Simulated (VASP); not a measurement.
# H2Pb (P4_2/mnm) in VASP: notebook, part 2 of 2

VASP 6.6.1. The steps go on from the part before.

## 3. Relaxation of cell and atoms, PBEsol

This run uses another cell than the first one, of 9.27 Å³/atom.

Input file INCAR:

```
SYSTEM = H2Pb
ALGO = Normal
EDIFF = 1E-6
EDIFFG = -0.01
ENCUT = 600
GGA = PS
IBRION = 2
ISIF = 3
ISMEAR = -1
LASPH = .TRUE.
LCHARG = .FALSE.
LREAL = .FALSE.
LWAVE = .FALSE.
NELM = 60
NSW = 100
PREC = Accurate
SIGMA = 0.03
```

Input file KPOINTS:

```
k-points
0
G
  6 6 8
  0 0 0
```

Input file POSCAR:

```
H2Pb
1.0
    4.3836177300      0.0000000000      0.0000000000
    0.0000000000      4.3836177300      0.0000000000
    0.0000000000      0.0000000000      2.8931877018
Pb H
2 4
Direct
    0.0000000000      0.0000000000      0.0000000000
    0.5000000000      0.5000000000      0.5000000000
    0.3050000000      0.3050000000      0.0000000000
    0.1950000000      0.8050000000      0.5000000000
    0.8050000000      0.1950000000      0.5000000000
    0.6950000000      0.6950000000      0.0000000000
```

Potentials or basis: VASP PAW PBE potentials, release 64 (Pb_d, H).

Run with:

```
cat potpaw_PBE.64/Pb_d/POTCAR potpaw_PBE.64/H/POTCAR > POTCAR
mpirun -np 1 vasp_std > vasp.out
```

OUTCAR:

```text
SYSTEM = H2Pb
   EDIFF = 1E-6
   EDIFFG = -0.01
   ENCUT = 600
   GGA = PS
   IBRION = 2
   ISIF = 3
   ISMEAR = -1
   LASPH = .TRUE.
   LREAL = .FALSE.
   NELM = 60
   NSW = 100
   PREC = Accurate

 ion  position               nearest neighbor table
   1  0.000  0.000  0.000-   4 1.89   5 1.89   4 1.89   5 1.89   3 1.89   6 1.89   2 3.42   2 3.42
                             2 3.42   2 3.42   2 3.42   2 3.42   2 3.42   2 3.42
   2  0.500  0.500  0.500-   3 1.89   6 1.89   3 1.89   6 1.89   5 1.89   4 1.89   1 3.42   1 3.42
                             1 3.42   1 3.42   1 3.42   1 3.42   1 3.42   1 3.42
   3  0.305  0.305  0.000-   2 1.89   2 1.89   1 1.89
   4  0.195  0.805  0.500-   1 1.89   1 1.89   2 1.89
   5  0.805  0.195  0.500-   1 1.89   1 1.89   2 1.89
   6  0.695  0.695  0.000-   2 1.89   2 1.89   1 1.89

  LATTYP: Found a simple tetragonal cell.
 ALAT       =     4.3836177300
 C/A-ratio  =     0.6600000000

  Lattice vectors:
[... 868 lines left out ...]

[... ionic steps 4 to 12 ...]

--------------------------------------- Ionic step       13  -------------------------------------------

 number of electron      31.9999973 magnetization

------------------------ aborting loop because EDIFF is reached ----------------------------------------
[... 75 lines left out ...]
--------------------------------------- Ionic step       15  -------------------------------------------

 number of electron      31.9999973 magnetization

 Free energy of the ion-electron system (eV)
  ---------------------------------------------------
  ext. energy  EPLUGINS =         0.00000000
  ---------------------------------------------------
  free energy    TOTEN  =       -18.45549372 eV

  energy without entropy =      -18.45096413  energy(sigma->0) =      -18.45322893

 E-fermi :   4.5130     XC(G=0):  -9.1962

 val. band max:        4.5091003505   @ k =   0.3333   0.1667   0.0000
 cond. band min:       4.5344383072   @ k =   0.5000   0.1667   0.5000
 fundamental gap:      0.0253379568
 Fermi energy:         4.5130093063

 k-point     1 :       0.0000    0.0000    0.0000
  band No.  band energies     occupation
      1     -12.8873      2.00000
      2     -12.8024      2.00000
      3     -12.7617      2.00000
      4     -12.7555      2.00000
      5     -12.7082      2.00000
      6     -12.7082      2.00000
[... 576 lines left out ...]
  FREE ENERGIE OF THE ION-ELECTRON SYSTEM (eV)
  ---------------------------------------------------
  free  energy   TOTEN  =       -18.4554937219 eV

  energy  without entropy=      -18.4509641336  energy(sigma->0) =      -18.45322893

 reached required accuracy - stopping structural energy minimisation
```

Run time: 8.2 min. Hardware: 1 thread of AMD EPYC 7R43 (Zen 3), shared host; peak memory 0.19 GiB.

What came out:

| Quantity | Value |
| --- | --- |
| Free energy | -18.4555 eV |
| Relaxed volume | 15.29 Å³/atom |
| Relaxed cell | a = 4.950 Å, b = 4.950 Å, c = 3.744 Å, α = 90.00°, β = 90.00°, γ = 90.00° |
| Space group after relaxing (to 0.1 Å) | P4_2/mnm (No. 136) |
| Energy gained by relaxing | 841.7 meV/atom |
| Ionic steps | 15 |
| Pressure after relaxing | 0.0 GPa |
| Largest force after relaxing | 0.010 eV/Å |
| Band gap on the k mesh | zero (bands 16 and 17 overlap by 2.30 eV) |

Forces in eV/Å, atoms in the order of the input:
```
Pb   0.000  0.000  0.000
Pb   0.000  0.000  0.000
H    0.007  0.007  0.000
H   -0.007  0.007  0.000
H    0.007 -0.007  0.000
H   -0.007 -0.007  0.000
```

Step by step:
```tsv
step	energy change (eV)	largest force (eV/Å)	pressure (GPa)	volume (Å³)
1	0.0000	0.9394	62.83	55.60
2	-4.9494	0.4151	1.67	89.96
3	-4.9559	0.4214	1.10	91.12
4	-4.9946	0.2900	0.70	92.03
5	-5.0227	0.0855	0.12	93.59
6	-5.0230	0.0664	0.16	93.74
7	-5.0299	0.0696	-0.18	94.14
8	-5.0359	0.0726	-0.99	95.29
9	-5.0363	0.0728	-0.81	95.03
10	-5.0413	0.0631	-0.62	94.38
11	-5.0479	0.0427	-0.27	93.07
12	-5.0474	0.0007	0.24	90.43
13	-5.0497	0.0253	-0.05	91.88
14	-5.0497	0.0238	-0.05	91.79
15	-5.0500	0.0099	0.01	91.75
```

Final structure:
```
CELL_PARAMETERS angstrom
4.95045 0.00000 0.00000
0.00000 4.95045 0.00000
0.00000 0.00000 3.74371
ATOMIC_POSITIONS crystal
Pb 0.00000 0.00000 0.00000
Pb 0.50000 0.50000 0.50000
H 0.31459 0.31459 0.00000
H 0.18541 0.81459 0.50000
H 0.81459 0.18541 0.50000
H 0.68541 0.68541 0.00000
```

Caveat: the volume moved by over 15 % at a fixed basis, so the end points are rough; the structure was generated, so it needn't be the stable form of H2Pb; the PAW data sets were made with another functional, which shifts forces and pressure a little; spin-orbit coupling is left out, which moves the levels of the heavy elements.

The gap in the log of VASP goes by the Fermi energy; the results here count the filled bands.